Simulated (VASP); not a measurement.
# MgMn2Co2O8 (Imm2) in VASP: electric field gradients with PBE

Aim: the electric field gradients of MgMn2Co2O8 with PBE.

Everything below comes from runs of VASP 6.6.1. Logs are shortened: lines on timing, memory, paths and dates and some standing lists are left out, and cuts for length are marked.

### Step 1. The cell of the first run

The structure is orthorhombic, space group Imm2 (No. 44). Conventional cell: a = 5.789 Å, b = 5.837 Å, c = 8.172 Å, α = 90.00°, β = 90.00°, γ = 90.00°. Within 2.6 Å of Mg (site symmetry mm2) lie 4 O at 1.97 Å. Mn (site symmetry m) has 6 O at 1.90 to 1.97 Å within 2.5 Å. Co (site symmetry m) has 6 O at 1.91 to 1.97 Å within 2.5 Å. O (site symmetry m) has 2 Co at 1.96 Å and 1 Mn at 1.97 Å and 1 Mg at 1.97 Å and 3 O at 2.57 to 2.59 Å within 2.6 Å. O (site symmetry m) has 1 Mg at 1.97 Å and 1 Co at 1.97 Å and 2 Mn at 1.97 Å and 3 O at 2.59 to 2.60 Å within 2.6 Å. Within 2.5 Å of O (site symmetry m) lie 1 Co at 1.92 Å and 2 Mn at 1.93 Å. O (site symmetry m) has 1 Mn at 1.90 Å and 2 Co at 1.91 Å within 2.5 Å.

### Step 2. Electric field gradients, PBE, collinear spin, ferromagnetic start

File INCAR:

```
SYSTEM = MgMn2Co2O8
PREC     = Accurate       ! precision mode
ENCUT    = 520            ! plane-wave cutoff, eV
EDIFF    = 1E-8           ! SCF threshold, eV
ISMEAR   = -1             ! smearing method
SIGMA    = 0.02           ! smearing width, eV
LREAL    = .FALSE.        ! projectors in reciprocal space
LASPH    = .TRUE.         ! aspherical terms in the spheres
NELM     = 150            ! most SCF steps
ALGO     = Normal         ! electronic algorithm
ISIF     = 2              ! what is computed and relaxed
LWAVE    = .FALSE.        ! write WAVECAR
LCHARG   = .FALSE.        ! write CHGCAR
ISPIN    = 2              ! spin polarisation
MAGMOM   = 0 3 3 4 4 0 0 0 0 0 0 0 0 ! initial moments
LORBIT   = 11             ! projections on sites
LMAXMIX  = 4              ! l up to which the mixer works
GGA      = PE             ! functional
LEFG     = .TRUE.       
NBANDS   = 63             ! bands
LUSENCCL = .FALSE.
```

File KPOINTS:

```
Automatic mesh
0
G
  5 5 5
  0 0 0
```

File POSCAR:

```
MgMn2Co2O8
1.0
   -2.8946014273      2.9183072264      4.0859217216
    2.8946014273     -2.9183072264      4.0859217216
    2.8946014273      2.9183072264     -4.0859217216
Mg Mn Co O
1 2 2 8
Direct
    0.9104770000      0.9104770000      0.0000000000
    0.7819830000      0.5361190000      0.2458640000
    0.2902550000      0.5361190000      0.7541360000
    0.2907240000      0.0442490000      0.7535250000
    0.2907240000      0.5371990000      0.2464750000
    0.0548010000      0.7753815000      0.2794195000
    0.4959620000      0.7753815000      0.7205805000
    0.0507280000      0.3265480000      0.2758200000
    0.0507280000      0.7749080000      0.7241800000
    0.5252620000      0.3041350000      0.7788730000
    0.5252620000      0.7463890000      0.2211270000
    0.0876520000      0.3041610000      0.7834910000
    0.5206700000      0.3041610000      0.2165090000
```

Potentials or basis: VASP PAW PBE potentials, release 64 (Mg, Mn_pv, Co, O).

Launch:

```sh
> cat potpaw_PBE.64/Mg/POTCAR potpaw_PBE.64/Mn_pv/POTCAR potpaw_PBE.64/Co/POTCAR potpaw_PBE.64/O/POTCAR > POTCAR
> mpirun -np 1 vasp_std > vasp.out
```

OUTCAR:

```text
SYSTEM = MgMn2Co2O8
   PREC = Accurate
   ENCUT = 520
   EDIFF = 1E-8
   ISMEAR = -1
   LREAL = .FALSE.
   LASPH = .TRUE.
   NELM = 150
   ISIF = 2
   ISPIN = 2
   LORBIT = 11
   GGA = PE

 ion  position               nearest neighbor table
   1  0.910  0.910  0.000-   8 1.97   9 1.97   6 1.97   7 1.97   2 3.38   3 3.38   3 3.41   2 3.41
                             3 3.41   2 3.41
   2  0.782  0.536  0.246-  13 1.90  11 1.93  10 1.93   6 1.97   9 1.97   8 1.97   4 2.85   5 2.85
                             3 2.87   5 2.95   4 2.95   3 2.97   1 3.38   1 3.41   1 3.41
   3  0.290  0.536  0.754-  12 1.90  10 1.93  11 1.93   7 1.97   8 1.97   9 1.97   5 2.85   4 2.85
                             2 2.87   4 2.95   5 2.95   2 2.97   1 3.38   1 3.41   1 3.41
   4  0.291  0.044  0.754-  13 1.91  12 1.91  10 1.92   7 1.96   6 1.96   9 1.97   2 2.85   3 2.85
                             5 2.85   5 2.94   3 2.95   2 2.95
   5  0.291  0.537  0.246-  12 1.91  13 1.91  11 1.92   7 1.96   6 1.96   8 1.97   3 2.85   2 2.85
                             4 2.85   4 2.94   2 2.95   3 2.95
   6  0.055  0.775  0.279-   4 1.96   5 1.96   2 1.97   1 1.97
   7  0.496  0.775  0.721-   4 1.96   5 1.96   3 1.97   1 1.97
   8  0.051  0.327  0.276-   1 1.97   5 1.97   3 1.97   2 1.97
   9  0.051  0.775  0.724-   1 1.97   4 1.97   2 1.97   3 1.97
  10  0.525  0.304  0.779-   4 1.92   3 1.93   2 1.93
  11  0.525  0.746  0.221-   5 1.92   3 1.93   2 1.93
  12  0.088  0.304  0.783-   3 1.90   4 1.91   5 1.91
  13  0.521  0.304  0.217-   2 1.90   4 1.91   5 1.91

  LATTYP: Found a body centered orthorhombic cell.
 ALAT       =     5.7892028546
 B/A-ratio  =     1.0081896592
 C/A-ratio  =     1.4115662637

  Lattice vectors:

 A1 = (  -2.8946014273,   2.9183072264,   4.0859217216)
 A2 = (   2.8946014273,  -2.9183072264,   4.0859217216)
 A3 = (   2.8946014273,   2.9183072264,  -4.0859217216)

Analysis of symmetry for initial positions (statically):
=====================================================================
 Subroutine PRICEL returns:
 Original cell was already a primitive cell.

 Routine SETGRP: Setting up the symmetry group for a
 body centered orthorhombic supercell.

 Subroutine GETGRP returns: Found  4 space group operations
 (whereof  4 operations were pure point group operations)
 out of a pool of  8 trial point group operations.

The static configuration has the point symmetry C_2v.

Analysis of symmetry for dynamics (positions and initial velocities):
=====================================================================
 Subroutine PRICEL returns:
 Original cell was already a primitive cell.

 Routine SETGRP: Setting up the symmetry group for a
 body centered orthorhombic supercell.

 Subroutine GETGRP returns: Found  4 space group operations
 (whereof  4 operations were pure point group operations)
 out of a pool of  8 trial point group operations.

The dynamic configuration has the point symmetry C_2v.

Analysis of structural, dynamic, and magnetic symmetry:
=====================================================================
 Subroutine PRICEL returns:
 Original cell was already a primitive cell.

 Routine SETGRP: Setting up the symmetry group for a
 body centered orthorhombic supercell.

 Subroutine GETGRP returns: Found  4 space group operations
 (whereof  4 operations were pure point group operations)
 out of a pool of  8 trial point group operations.

The overall configuration has the point symmetry C_2v.

 Subroutine INISYM returns: Found  4 space group operations
 (whereof  4 operations are pure point group operations),
 and found     1 'primitive' translations

----------------------------------------------------------------------------------------

                                     Primitive cell
[... 3157 lines left out ...]

  FORCE on cell =-STRESS in cart. coord.  units (eV):
  Direction    XX          YY          ZZ          XY          YZ          ZX
  --------------------------------------------------------------------------------------
  -------------------------------------------------------------------------------------
  Total       -2.4029527     -3.7724136     -3.5800941      0.0000000      0.0000000      0.0000000
  in kB      -27.8859851    -43.7784179    -41.5465731      0.0000000      0.0000000      0.0000000
  external PRESSURE =     -37.7369920 kB  Pullay stress =       0.0000000 kB

 VOLUME and BASIS-vectors are now :
 -----------------------------------------------------------------------------
  energy-cutoff  :      520.00
  volume of cell :      138.06
      direct lattice vectors                 reciprocal lattice vectors
    -2.894601427  2.918307226  4.085921722     0.000000000  0.171332201  0.122371409
     2.894601427 -2.918307226  4.085921722     0.172735353  0.000000000  0.122371409
     2.894601427  2.918307226 -4.085921722     0.172735353  0.171332201  0.000000000

 POSITION                                       TOTAL-FORCE (eV/Angst)
 -----------------------------------------------------------------------------------
      0.00000      0.00000      7.44028         0.000000     -0.000000      0.053811
      0.00000      1.43501      4.38108         0.000000     -0.350669     -0.206380
      2.89460      1.48329      0.29516         0.000000      0.350669     -0.206380
      1.46771      2.91831     -1.71017         0.055440      0.000000      0.158874
      1.42689     -0.00000      2.37575        -0.055440      0.000000      0.158874
      2.89460     -1.28744      2.25037         0.000000      0.063548     -0.205540
      2.89460      1.28744      2.25037         0.000000     -0.063548     -0.205540
      1.59678      0.00000      0.41454         0.237005     -0.000000      0.011016
      4.19242     -0.00000      0.41454        -0.237005      0.000000      0.011016
      1.61445      2.91831      0.20644         0.386861      0.000000     -0.089981
      1.28015     -0.00000      4.29236        -0.386861     -0.000000     -0.089981
      2.89460      1.65463     -1.60037         0.000000      0.177482      0.305105
      0.00000      1.26368      2.48556         0.000000     -0.177482      0.305105
 -----------------------------------------------------------------------------------
    total drift:                                0.000002      0.000002      0.000319

  FREE ENERGIE OF THE ION-ELECTRON SYSTEM (eV)
  ---------------------------------------------------
  free  energy   TOTEN  =       -94.2136927235 eV

  energy  without entropy=      -94.2136926451  energy(sigma->0) =      -94.21369268

 Electric field gradients (V/A^2)
---------------------------------------------------------------------
 ion       V_xx      V_yy      V_zz      V_xy      V_xz      V_yz
---------------------------------------------------------------------
   1       0.839    -1.771     0.933    -0.000     0.000    -0.000
   2      15.130    -3.955   -11.175     0.001     0.002   -14.980
   3      15.130    -3.955   -11.175     0.001     0.002    14.985
   4      -2.290    -0.054     2.343    -0.001     7.275     0.000
   5      -2.291    -0.053     2.344    -0.001    -7.276     0.001
   6      19.579    -7.160   -12.419     0.000    -0.000    20.416
   7      19.580    -7.161   -12.419     0.000     0.000   -20.416
   8     -15.654     9.151     6.503     0.000   -18.579     0.000
   9     -15.655     9.151     6.503     0.000    18.579     0.000
  10     -17.043    11.228     5.814     0.000    23.604     0.000
  11     -17.042    11.228     5.814     0.001   -23.603     0.001
  12      24.662   -12.518   -12.144     0.001     0.001   -27.163
  13      24.663   -12.519   -12.144     0.001     0.001    27.165
---------------------------------------------------------------------

 Electric field gradients after diagonalization (V/A^2)
 (convention: |V_zz| > |V_xx| > |V_yy|)
----------------------------------------------------------------------
 ion       V_xx      V_yy      V_zz     asymmetry (V_yy - V_xx)/ V_zz
----------------------------------------------------------------------
   1       0.933     0.839    -1.771       0.053
   2      15.130     7.844   -22.974       0.317
   3      15.130     7.848   -22.978       0.317
   4      -7.608    -0.054     7.662       0.986
   5      -7.610    -0.053     7.663       0.986
   6      19.579    10.795   -30.374       0.289
   7      19.580    10.794   -30.374       0.289
   8      17.056     9.151   -26.207       0.302
   9      17.056     9.151   -26.207       0.302
  10      20.611    11.228   -31.840       0.295
  11      20.610    11.228   -31.838       0.295
  12      24.662    14.832   -39.494       0.249
  13      24.663    14.834   -39.497       0.249
----------------------------------------------------------------------

           NMR quadrupolar parameters

 Cq : quadrupolar parameter    Cq=e*Q*V_zz/h
 eta: asymmetry parameters     (V_yy - V_xx)/ V_zz
 Q  : nuclear electric quadrupole moment in mb (millibarn)
----------------------------------------------------------------------
 ion       Cq(MHz)       eta       Q (mb)
----------------------------------------------------------------------
   1      -0.004       0.053       1.000
   2      -0.056       0.317       1.000
   3      -0.056       0.317       1.000
   4       0.019       0.986       1.000
   5       0.019       0.986       1.000
   6      -0.073       0.289       1.000
   7      -0.073       0.289       1.000
   8      -0.063       0.302       1.000
   9      -0.063       0.302       1.000
  10      -0.077       0.295       1.000
  11      -0.077       0.295       1.000
  12      -0.095       0.249       1.000
  13      -0.096       0.249       1.000
----------------------------------------------------------------------

 total charge

# of ion       s       p       d       tot
------------------------------------------
    1        0.155   0.172   0.073   0.400
    2        0.335   6.413   4.880  11.628
    3        0.335   6.413   4.880  11.628
    4        0.404   0.611   7.263   8.277
    5        0.404   0.611   7.263   8.277
    6        1.558   3.469   0.000   5.027
    7        1.558   3.469   0.000   5.027
    8        1.560   3.478   0.000   5.037
    9        1.560   3.478   0.000   5.037
   10        1.580   3.377   0.000   4.957
   11        1.580   3.377   0.000   4.957
   12        1.579   3.372   0.000   4.952
   13        1.579   3.372   0.000   4.952
--------------------------------------------------
tot         14.187  41.613  24.359  80.159

 magnetization (x)

# of ion       s       p       d       tot
------------------------------------------
    1        0.003   0.002   0.001   0.006
    2        0.022   0.028   2.767   2.816
    3        0.022   0.028   2.767   2.816
    4        0.012   0.009   0.071   0.092
    5        0.012   0.009   0.071   0.092
    6        0.001   0.009   0.000   0.009
    7        0.001   0.009   0.000   0.009
    8        0.001   0.007   0.000   0.008
    9        0.001   0.007   0.000   0.008
   10        0.002  -0.004   0.000  -0.001
   11        0.002  -0.004   0.000  -0.001
   12        0.001   0.002   0.000   0.003
   13        0.001   0.002   0.000   0.003
--------------------------------------------------
tot          0.080   0.104   5.676   5.860
```

Run time: 7.7 min. Hardware: 1 × NVIDIA H100 80GB with 1 thread of Intel Xeon Platinum 8481C at 2.70GHz (Sapphire Rapids), shared host; peak memory 1.6 GiB.

What came out:

* Free energy: -94.2137 eV
* Pressure: -3.8 GPa
* Largest force: 0.407 eV/Å
* Band gap on the k mesh: 0.50 eV, indirect (least direct gap 0.58 eV)
* Net moment: 6.00 μB per cell
* Site moments: Mg +0.01; Mn +2.82; Co +0.09; O +0.01, -0.00, +0.00 μB
* Valence electrons inside the program's atomic spheres: Mg 0.40; Mn 11.63; Co 8.28; O 5.03, 5.04, 4.96, 4.95

Forces on the atoms (eV/Å):
```
Mg   0.000  0.000  0.054
Mn   0.000 -0.351 -0.206
Mn   0.000  0.351 -0.206
Co   0.055  0.000  0.159
Co  -0.055  0.000  0.159
O    0.000  0.064 -0.206
O    0.000 -0.064 -0.206
O    0.237  0.000  0.011
O   -0.237  0.000  0.011
O    0.387  0.000 -0.090
O   -0.387  0.000 -0.090
O    0.000  0.177  0.305
O    0.000 -0.177  0.305
```

Levels at points of the mesh, in eV from the valence-band top:
Spin up:
```tsv
k point	band 47	band 48	band 49	band 50	band 51	band 52	band 53	band 54
(0.00, 0.00, 0.00)	-0.73	-0.57	-0.52	-0.43	1.46	1.60	1.63	1.90
```
Spin down:
| k point | band 41 | band 42 | band 43 | band 44 | band 45 | band 46 | band 47 | band 48 |
| --- | --- | --- | --- | --- | --- | --- | --- | --- |
| (0.00, 0.00, 0.00) | -0.82 | -0.59 | -0.44 | -0.34 | 0.54 | 0.59 | 0.71 | 0.97 |

Electric field gradients, principal values (V/Å²):
```
atom   least  middle  greatest (by size)
1 Mg   0.839   0.933              -1.771
2 Mn   7.844  15.130             -22.974
3 Mn   7.848  15.130             -22.978
4 Co  -0.054  -7.608               7.662
5 Co  -0.053  -7.610               7.663
 6 O  10.795  19.579             -30.374
 7 O  10.794  19.580             -30.374
 8 O   9.151  17.056             -26.207
 9 O   9.151  17.056             -26.207
10 O  11.228  20.611             -31.840
11 O  11.228  20.610             -31.838
12 O  14.832  24.662             -39.494
13 O  14.834  24.663             -39.497
```

Caveat: without QUAD_EFG the Cq values of the log hold for a quadrupole moment of 1 mb, not for the nuclei; only a ferromagnetic start was run, and an antiferromagnetic order may lie lower in energy.
